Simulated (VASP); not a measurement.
# SrO (qrp) (Fm-3m) in VASP: notebook, part 2 of 2

VASP 6.6.1. The steps go on from the part before.

## Step 4: Single point, RPBE

This run uses another cell than the first one, of 18.16 Å³/atom, 1.057 times its volume.

The input, INCAR:

```
SYSTEM = SrO
ALGO = Normal
EDIFF = 1E-6
ENCUT = 600
GGA = RP
GGA_COMPAT = .FALSE.
ISIF = 2
ISMEAR = 0
LASPH = .TRUE.
LCHARG = .TRUE.
LELF = .TRUE.
LREAL = .FALSE.
LVHAR = .TRUE.
LWAVE = .FALSE.
NBANDS = 15
NELM = 120
PREC = Accurate
SIGMA = 0.01
```

The input, KPOINTS:

```
k-points
0
G
  8 8 8
  0 0 0
```

The input, POSCAR:

```
SrO
1.0
    0.0000000000      2.6286208409      2.6286208409
    2.6286208409      0.0000000000      2.6286208409
    2.6286208409      2.6286208409      0.0000000000
Sr O
1 1
Direct
    0.0000000000      0.0000000000      0.0000000000
    0.5000000000      0.5000000000      0.5000000000
```

Potentials or basis: VASP PAW PBE potentials, release 64 (Sr_sv, O).

Launch:

```
$ cat potpaw_PBE.64/Sr_sv/POTCAR potpaw_PBE.64/O/POTCAR > POTCAR
$ mpirun -np 1 vasp_std > vasp.out
```

OUTCAR:

```text
SYSTEM = SrO
   EDIFF = 1E-6
   ENCUT = 600
   GGA = RP
   ISIF = 2
   ISMEAR = 0
   LASPH = .TRUE.
   LREAL = .FALSE.
   NELM = 120
   PREC = Accurate

 ion  position               nearest neighbor table
   1  0.000  0.000  0.000-   2 2.63   2 2.63   2 2.63   2 2.63   2 2.63   2 2.63
   2  0.500  0.500  0.500-   1 2.63   1 2.63   1 2.63   1 2.63   1 2.63   1 2.63

  LATTYP: Found a face centered cubic cell.
 ALAT       =     5.2572416818

  Lattice vectors:

 A1 = (   0.0000000000,   2.6286208409,   2.6286208409)
 A2 = (   2.6286208409,   0.0000000000,   2.6286208409)
 A3 = (   2.6286208409,   2.6286208409,   0.0000000000)

Analysis of symmetry for initial positions (statically):
=====================================================================
 Subroutine PRICEL returns:
 Original cell was already a primitive cell.

 Routine SETGRP: Setting up the symmetry group for a
 face centered cubic supercell.

 Subroutine GETGRP returns: Found 48 space group operations
 (whereof 48 operations were pure point group operations)
 out of a pool of 48 trial point group operations.

The static configuration has the point symmetry O_h .

Analysis of symmetry for dynamics (positions and initial velocities):
=====================================================================
 Subroutine PRICEL returns:
 Original cell was already a primitive cell.

 Routine SETGRP: Setting up the symmetry group for a
 face centered cubic supercell.

 Subroutine GETGRP returns: Found 48 space group operations
 (whereof 48 operations were pure point group operations)
 out of a pool of 48 trial point group operations.

The dynamic configuration has the point symmetry O_h .

 Subroutine INISYM returns: Found 48 space group operations
 (whereof 48 operations are pure point group operations),
 and found     1 'primitive' translations

----------------------------------------------------------------------------------------

[... 116 lines left out ...]
   LORBIT       =      0    0 simple, 1 ext, 2 COOP (PROOUT), +10 PAW based schemes
   GGA     = RP    functional components
   LHFCALC =     F    Hartree Fock is set to
   AEXX    =    0.0000 exact exchange contribution
   IVDW    =     0    specifies the selected vdW correction
   LEPSILON=     F    determine dielectric tensor
   LRPA    =     F    only Hartree local field effects (RPA)
 non-spin polarized calculation
 Gauss-broadening in eV      SIGMA  =   0.01
  energy-cutoff  :      600.00
  volume of cell :       36.33
 maximum number of plane-waves:      1243
 NGX is ok and might be reduce to    30
   NGX = 15   NGY = 15   NGZ = 15

 number of electron      16.0000004 magnetization

 Free energy of the ion-electron system (eV)
  ---------------------------------------------------
  ext. energy  EPLUGINS =         0.00000000
  ---------------------------------------------------
  free energy    TOTEN  =       -11.39017091 eV

  energy without entropy =      -11.39017091  energy(sigma->0) =      -11.39017091

 E-fermi :   1.5966     XC(G=0):  -9.4564

 val. band max:        1.5462730471   @ k =   0.0000   0.0000   0.0000
 cond. band min:       4.9530292753   @ k =   0.5000   0.5000   0.0000
 fundamental gap:      3.4067562282
 Fermi energy:         1.5965571350

 k-point     1 :       0.0000    0.0000    0.0000
  band No.  band energies     occupation
      1     -31.1907      2.00000
      2     -13.5552      2.00000
      3     -12.8985      2.00000
      4     -12.8985      2.00000
      5     -12.8985      2.00000
      6       1.5463      2.00000
      7       1.5463      2.00000
      8       1.5463      2.00000
      9       5.2494      0.00000
     10       7.6655      0.00000
     11       7.6655      0.00000
     12       7.6655      0.00000
     13       9.6310      0.00000
     14       9.6310      0.00000
[... 401 lines left out ...]
      2     -14.6943      2.00000
      3     -13.2009      2.00000
      4     -13.0755      2.00000
      5     -12.0361      2.00000
      6       0.0813      2.00000
      7       0.7510      2.00000
      8       0.8001      2.00000
      9       7.7581      0.00000
     10       8.1085      0.00000
     11      10.3403      0.00000
     12      10.6372      0.00000
     13      12.5026      0.00000
     14      13.8312      0.00000
     15      14.2361      0.00000

 [... further k-points ...]
[... 5 lines left out ...]
  --------------------------------------------------------------------------------------
  -------------------------------------------------------------------------------------
  Total        0.0791027      0.0791027      0.0791027     -0.0000000      0.0000000     -0.0000000
  in kB        3.4888948      3.4888948      3.4888948     -0.0000000      0.0000000     -0.0000000
  external PRESSURE =       3.4888948 kB  Pullay stress =       0.0000000 kB

 VOLUME and BASIS-vectors are now :
 -----------------------------------------------------------------------------
  energy-cutoff  :      600.00
  volume of cell :       36.33
      direct lattice vectors                 reciprocal lattice vectors
     0.000000000  2.628620841  2.628620841    -0.190213816  0.190213816  0.190213816
     2.628620841  0.000000000  2.628620841     0.190213816 -0.190213816  0.190213816
     2.628620841  2.628620841  0.000000000     0.190213816  0.190213816 -0.190213816

 POSITION                                       TOTAL-FORCE (eV/Angst)
 -----------------------------------------------------------------------------------
      0.00000      0.00000      0.00000        -0.000000     -0.000000      0.000000
      2.62862      2.62862      2.62862         0.000000      0.000000     -0.000000
 -----------------------------------------------------------------------------------
    total drift:                                0.000000      0.000000      0.000000

  FREE ENERGIE OF THE ION-ELECTRON SYSTEM (eV)
  ---------------------------------------------------
  free  energy   TOTEN  =       -11.3901709113 eV

  energy  without entropy=      -11.3901709113  energy(sigma->0) =      -11.39017091
```

OSZICAR:

```text
N       E                     dE             d eps       ncg     rms          rms(c)
DAV:   1     0.734351099583E+02    0.73435E+02   -0.91610E+03   870   0.116E+03
DAV:   2    -0.101771031758E+02   -0.83612E+02   -0.76715E+02  1195   0.225E+02
DAV:   3    -0.134856339633E+02   -0.33085E+01   -0.32867E+01  1168   0.412E+01
DAV:   4    -0.135601361176E+02   -0.74502E-01   -0.74493E-01  1077   0.606E+00
DAV:   5    -0.135617037036E+02   -0.15676E-02   -0.15676E-02  1173   0.674E-01    0.144E+01
DAV:   6    -0.115048001943E+02    0.20569E+01   -0.69629E+00   884   0.191E+01    0.164E+01
DAV:   7    -0.113725680799E+02    0.13223E+00   -0.31952E-01   989   0.505E+00    0.945E+00
DAV:   8    -0.113867868273E+02   -0.14219E-01   -0.13937E-01  1059   0.385E+00    0.422E-01
DAV:   9    -0.113884282982E+02   -0.16415E-02   -0.59457E-03  1006   0.557E-01    0.263E-01
DAV:  10    -0.113899244083E+02   -0.14961E-02   -0.14298E-03   905   0.307E-01    0.888E-02
DAV:  11    -0.113901074145E+02   -0.18301E-03   -0.23106E-04   996   0.123E-01    0.345E-02
DAV:  12    -0.113901712526E+02   -0.63838E-04   -0.14116E-04   891   0.812E-02    0.193E-02
DAV:  13    -0.113901709113E+02    0.34137E-06   -0.25697E-06  1051   0.124E-02
   1 F= -.11390171E+02 E0= -.11390171E+02  d E =-.345268E-15
```

Run time: 32 s. Hardware: 1 thread of Intel Xeon 8259CL, shared host; peak memory 0.18 GiB.

Results:

| Property | Result |
| --- | --- |
| Free energy | -11.3902 eV |
| Pressure | 0.3 GPa |
| Band gap on the k mesh | 3.41 eV, indirect (least direct gap 3.53 eV) |

Levels at points of the mesh, in eV from the valence-band top:
```tsv
k point	band 6	band 7	band 8	band 9	band 10	band 11
(0.00, 0.00, 0.00)	0.00	0.00	0.00	3.70	6.12	6.12
(0.50, 0.00, 0.00)	-2.00	-1.01	-1.01	6.35	8.09	8.49
(0.50, 0.50, 0.00)	-0.53	-0.13	-0.13	3.41	7.36	9.70
```

Caveat: the PAW data sets were made with another functional, which shifts forces and pressure a little. RPBE gaps usually lie below the measured ones, often by a third to a half.

## Step 5: Relaxation of cell and atoms, RPBE

The input, INCAR:

```
PREC = Accurate ; ENCUT = 600
EDIFF = 1E-7 ; ISMEAR = 0
SIGMA = 0.02 ; LREAL = False
LASPH = True ; NELM = 120
ALGO = Normal ; ISIF = 3
LWAVE = False ; LCHARG = False
GGA = RP ; IBRION = 2
NSW = 100 ; EDIFFG = -0.002
GGA_COMPAT = False ; NELMIN = 4
```

The input, KPOINTS:

```
Automatic mesh
0
Gamma
  6 6 6
```

The input, POSCAR:

```
SrO
1.0
    0.0000000000      2.5806600000      2.5806600000
    2.5806600000      0.0000000000      2.5806600000
    2.5806600000      2.5806600000      0.0000000000
Sr O
1 1
Direct
    0.0000000000      0.0000000000      0.0000000000
    0.5000000000      0.5000000000      0.5000000000
```

Potentials or basis: VASP PAW PBE potentials, release 64 (Sr_sv, O).

Launch:

```
$ cat potpaw_PBE.64/Sr_sv/POTCAR potpaw_PBE.64/O/POTCAR > POTCAR
$ mpirun -np 1 vasp_std > vasp.out
```

OUTCAR:

```text
PREC = Accurate
   ENCUT = 600
   EDIFF = 1E-7
   ISMEAR = 0
   LREAL = False
   LASPH = True
   NELM = 120
   ISIF = 3
   GGA = RP
   IBRION = 2
   NSW = 100
   EDIFFG = -0.002
   NELMIN = 4

 ion  position               nearest neighbor table
   1  0.000  0.000  0.000-   2 2.58   2 2.58   2 2.58   2 2.58   2 2.58   2 2.58
   2  0.500  0.500  0.500-   1 2.58   1 2.58   1 2.58   1 2.58   1 2.58   1 2.58

  LATTYP: Found a face centered cubic cell.
 ALAT       =     5.1613200000

  Lattice vectors:

 A1 = (   0.0000000000,   2.5806600000,   2.5806600000)
 A2 = (   2.5806600000,   0.0000000000,   2.5806600000)
 A3 = (   2.5806600000,   2.5806600000,   0.0000000000)

Analysis of symmetry for initial positions (statically):
=====================================================================
 Subroutine PRICEL returns:
 Original cell was already a primitive cell.

 Routine SETGRP: Setting up the symmetry group for a
 face centered cubic supercell.

 Subroutine GETGRP returns: Found 48 space group operations
 (whereof 48 operations were pure point group operations)
 out of a pool of 48 trial point group operations.

The static configuration has the point symmetry O_h .

Analysis of symmetry for dynamics (positions and initial velocities):
=====================================================================
 Subroutine PRICEL returns:
 Original cell was already a primitive cell.

 Routine SETGRP: Setting up the symmetry group for a
 face centered cubic supercell.

 Subroutine GETGRP returns: Found 48 space group operations
 (whereof 48 operations were pure point group operations)
 out of a pool of 48 trial point group operations.

The dynamic configuration has the point symmetry O_h .

 Subroutine INISYM returns: Found 48 space group operations
[... 97 lines left out ...]
   TEBEG  =    0.0;   TEEND  =   0.0 temperature during run
   PSTRESS=    0.0 pullay stress
   NELECT =      16.0000    total number of electrons
   NUPDOWN=      -1.0000    fix difference up-down
   EMIN   =  10.00;   EMAX   =-10.00  energy-range for DOS
   EFERMI =   0.00;   METHOD = LEGACY
   ISMEAR =     0;   SIGMA  =   0.02  broadening in eV -4-tet -1-fermi 0-gaus
   EFERMI_NEDOS =   21; number of points for ismear=-14 and -15
   IALGO  =     38    algorithm
   IMIX   =      4    mixing-type and parameters
     AMIX     =   0.40;   BMIX     =  1.00
     AMIX_MAG =   1.60;   BMIX_MAG =  1.00
  volume/ion in A,a.u.               =      17.19       115.98
  Fermi-wavevector in a.u.,A,eV,Ry     =   1.268744  2.397579 21.901456  1.609712
  Thomas-Fermi vector in A             =   2.401823
   LORBIT       =      0    0 simple, 1 ext, 2 COOP (PROOUT), +10 PAW based schemes
   GGA     = RP    functional components
   LHFCALC =     F    Hartree Fock is set to
   AEXX    =    0.0000 exact exchange contribution
   IVDW    =     0    specifies the selected vdW correction
   LEPSILON=     F    determine dielectric tensor
   LRPA    =     F    only Hartree local field effects (RPA)
 conjugate gradient relaxation of ions
 non-spin polarized calculation
 Gauss-broadening in eV      SIGMA  =   0.02
  energy-cutoff  :      600.00
  volume of cell :       34.37
 maximum number of plane-waves:      1167
 NGX is ok and might be reduce to    30
   NGX = 15   NGY = 15   NGZ = 15

--------------------------------------- Ionic step        1  -------------------------------------------

 number of electron      15.9999998 magnetization

 Free energy of the ion-electron system (eV)
  ---------------------------------------------------
  ext. energy  EPLUGINS =         0.00000000
  ---------------------------------------------------
  free energy    TOTEN  =       -11.35537389 eV

  energy without entropy =      -11.35537389  energy(sigma->0) =      -11.35537389

------------------------ aborting loop because EDIFF is reached ----------------------------------------

  FORCE on cell =-STRESS in cart. coord.  units (eV):
  Direction    XX          YY          ZZ          XY          YZ          ZX
  --------------------------------------------------------------------------------------
  -------------------------------------------------------------------------------------
  Total        1.1141981      1.1141981      1.1141981      0.0000000     -0.0000000      0.0000000
  in kB       51.9338629     51.9338629     51.9338629      0.0000000     -0.0000000      0.0000000
  external PRESSURE =      51.9338629 kB  Pullay stress =       0.0000000 kB
[... 59 lines left out ...]
--------------------------------------- Ionic step        3  -------------------------------------------

 number of electron      16.0000005 magnetization

 Free energy of the ion-electron system (eV)
  ---------------------------------------------------
  ext. energy  EPLUGINS =         0.00000000
  ---------------------------------------------------
  free energy    TOTEN  =       -11.38809389 eV

  energy without entropy =      -11.38809389  energy(sigma->0) =      -11.38809389

 E-fermi :   1.6151     XC(G=0):  -9.4330

 val. band max:        1.5267996323   @ k =   0.0000   0.0000   0.0000
 cond. band min:       4.9341164438   @ k =   0.5000   0.5000   0.0000
 fundamental gap:      3.4073168115
 Fermi energy:         1.6150983101

 k-point     1 :       0.0000    0.0000    0.0000
  band No.  band energies     occupation
      1     -31.2304      2.00000
      2     -13.5690      2.00000
      3     -12.9421      2.00000
      4     -12.9421      2.00000
      5     -12.9421      2.00000
      6       1.5268      2.00000
      7       1.5268      2.00000
      8       1.5268      2.00000
      9       5.1975      0.00000
     10       7.6332      0.00000
     11       7.6332      0.00000
     12       7.6332      0.00000
[... 252 lines left out ...]
  FREE ENERGIE OF THE ION-ELECTRON SYSTEM (eV)
  ---------------------------------------------------
  free  energy   TOTEN  =       -11.3880938923 eV

  energy  without entropy=      -11.3880938923  energy(sigma->0) =      -11.38809389

 reached required accuracy - stopping structural energy minimisation
```

CONTCAR:

```text
SrO
   1.00000000000000
     0.0000000000000000    2.6329015612879925    2.6329015612879925
     2.6329015612879925   -0.0000000000000000    2.6329015612879925
     2.6329015612879925    2.6329015612879925    0.0000000000000000
  Sr              O
     1     1
Direct
     0.0000000000000000    0.0000000000000000    0.0000000000000000
     0.5000000000000000    0.5000000000000000    0.5000000000000000

  0.00000000E+00  0.00000000E+00  0.00000000E+00
  0.00000000E+00  0.00000000E+00  0.00000000E+00
```

Wall time 53 s (1 thread of Intel Xeon 8259CL, shared host); peak memory 0.18 GiB.

What came out:

| Quantity | Value |
| --- | --- |
| Free energy | -11.3881 eV |
| Relaxed volume | 18.25 Å³/atom |
| Relaxed cell | a = 3.723 Å, b = 3.723 Å, c = 3.723 Å, α = 60.00°, β = 60.00°, γ = 60.00° |
| Space group after relaxing (to 0.05 Å) | Fm-3m (No. 225) |
| Energy gained by relaxing | 16.4 meV/atom |
| Ionic steps | 3 |
| Pressure after relaxing | 0.0 GPa |
| Band gap on the k mesh | 3.41 eV, indirect (least direct gap 3.54 eV) |

Step by step:
```csv
step,energy change (eV),largest force (eV/Å),pressure (GPa),volume (Å³)
1,0.0000,0.0000,5.19,34.37
2,-0.0296,0.0000,-1.39,37.22
3,-0.0327,0.0000,0.01,36.50
```

Final structure:
```cif
data_structure
_symmetry_space_group_name_H-M 'P 1'
_symmetry_Int_Tables_number 1
_cell_length_a 3.7235
_cell_length_b 3.7235
_cell_length_c 3.7235
_cell_angle_alpha 60.000
_cell_angle_beta 60.000
_cell_angle_gamma 60.000
_cell_volume 36.50
loop_
_atom_site_label
_atom_site_type_symbol
_atom_site_fract_x
_atom_site_fract_y
_atom_site_fract_z
_atom_site_occupancy
Sr1 Sr 0.00000 0.00000 0.00000 1
O1 O 0.50000 0.50000 0.50000 1
```

Levels at points of the mesh, in eV from the valence-band top:
| k point | band 6 | band 7 | band 8 | band 9 | band 10 | band 11 |
| --- | --- | --- | --- | --- | --- | --- |
| (0.00, 0.00, 0.00) | 0.00 | 0.00 | 0.00 | 3.67 | 6.11 | 6.11 |
| (0.50, 0.00, 0.00) | -1.99 | -1.00 | -1.00 | 6.33 | 8.05 | 8.46 |
| (0.50, 0.50, 0.00) | -0.53 | -0.13 | -0.13 | 3.41 | 7.32 | 9.67 |

Caveat: the PAW data sets were made with another functional, which shifts forces and pressure a little. Zero-point motion and thermal expansion aren't in these numbers.

## Step 6: Relaxation of cell and atoms, RPBE

This run uses another cell than the first one, of 18.16 Å³/atom, 1.057 times its volume.

The input, INCAR:

```
SYSTEM = SrO
ALGO = Normal
EDIFF = 1E-7
EDIFFG = -0.001
ENCUT = 600
GGA = RP
GGA_COMPAT = .False.
IBRION = 2
ISIF = 3
ISMEAR = 0
LASPH = .True.
LCHARG = .False.
LREAL = .False.
LWAVE = .False.
NELM = 120
NELMIN = 4
NSW = 80
PREC = Accurate
SIGMA = 0.01
```

The input, KPOINTS:

```
k-points
0
Gamma
  8 8 8
  0 0 0
```

The input, POSCAR:

```
SrO
1.0
    0.0000000000      2.6286208409      2.6286208409
    2.6286208409      0.0000000000      2.6286208409
    2.6286208409      2.6286208409      0.0000000000
Sr O
1 1
Direct
    0.0000000000      0.0000000000      0.0000000000
    0.5000000000      0.5000000000      0.5000000000
```

Potentials or basis: VASP PAW PBE potentials, release 64 (Sr_sv, O).

Launch:

```
$ cat potpaw_PBE.64/Sr_sv/POTCAR potpaw_PBE.64/O/POTCAR > POTCAR
$ mpirun -np 1 vasp_std > vasp.out
```

Wall time 68 s (1 thread of Intel Xeon 8259CL, shared host); peak memory 0.18 GiB.

Results (log left out):

- Free energy: -11.3903 eV
- Relaxed volume: 18.25 Å³/atom
- Relaxed cell: a = 3.723 Å, b = 3.723 Å, c = 3.723 Å, α = 60.00°, β = 60.00°, γ = 60.00°
- Space group after relaxing (to 0.05 Å): Fm-3m (No. 225)
- Energy gained by relaxing: 0.1 meV/atom
- Ionic steps: 3
- Pressure after relaxing: 0.0 GPa
- Band gap on the k mesh: 3.41 eV, indirect (least direct gap 3.54 eV)

Step by step:
```
step  energy change (eV)  largest force (eV/Å)  pressure (GPa)  volume (Å³)
   1              0.0000                0.0000            0.35        36.33
   2             -0.0002                0.0000           -0.09        36.54
   3             -0.0002                0.0000            0.00        36.49
```

Final structure:
```
CELL_PARAMETERS angstrom
0.00000 2.63259 2.63259
2.63259 0.00000 2.63259
2.63259 2.63259 0.00000
ATOMIC_POSITIONS crystal
Sr 0.00000 0.00000 0.00000
O 0.50000 0.50000 0.50000
```

Levels at points of the mesh, in eV from the valence-band top:
| k point | band 5 | band 6 | band 7 | band 8 | band 9 | band 10 | band 11 | band 12 |
| --- | --- | --- | --- | --- | --- | --- | --- | --- |
| (0.00, 0.00, 0.00) | -14.47 | 0.00 | 0.00 | 0.00 | 3.67 | 6.11 | 6.11 | 6.11 |
| (0.50, 0.00, 0.00) | -13.30 | -1.99 | -1.00 | -1.00 | 6.33 | 8.06 | 8.46 | 8.46 |
| (0.50, 0.50, 0.00) | -14.75 | -0.53 | -0.13 | -0.13 | 3.41 | 7.33 | 9.67 | 9.93 |

Caveat: the PAW data sets were made with another functional, which shifts forces and pressure a little. Expect the measured gap to be larger: semilocal functionals such as RPBE lack the derivative discontinuity.

## Step 7: The runs side by side

```tsv
task	cell	k mesh	smearing	gap on the mesh (eV)	pressure (GPa)	relaxed volume (Å³/atom)
single point	a = 3.650 Å, angles 60.0°, 2 atoms	6 × 6 × 6	gaussian 0.1 eV	3.39	5.2	-
single point	a = 3.717 Å, angles 60.0°, 2 atoms	6 × 6 × 6	gaussian 0.02 eV	3.41	0.3	-
single point	a = 3.717 Å, angles 60.0°, 2 atoms	8 × 8 × 8	gaussian 0.01 eV	3.41	0.3	-
relaxation of cell and atoms	relaxed from a = 3.650 Å, angles 60.0°, 2 atoms	6 × 6 × 6	gaussian 0.02 eV	3.41	0.0	18.25
relaxation of cell and atoms	relaxed from a = 3.717 Å, angles 60.0°, 2 atoms	8 × 8 × 8	gaussian 0.01 eV	3.41	0.0	18.25
```

Alike in all rows: level RPBE; potentials or basis VASP PAW PBE potentials, release 64 (Sr_sv, O); no spin polarisation; cutoff (eV) 600.

Caveats: the PAW data sets were made with another functional, which shifts forces and pressure a little.

Absolute energies hang on the potentials; compare differences alone.
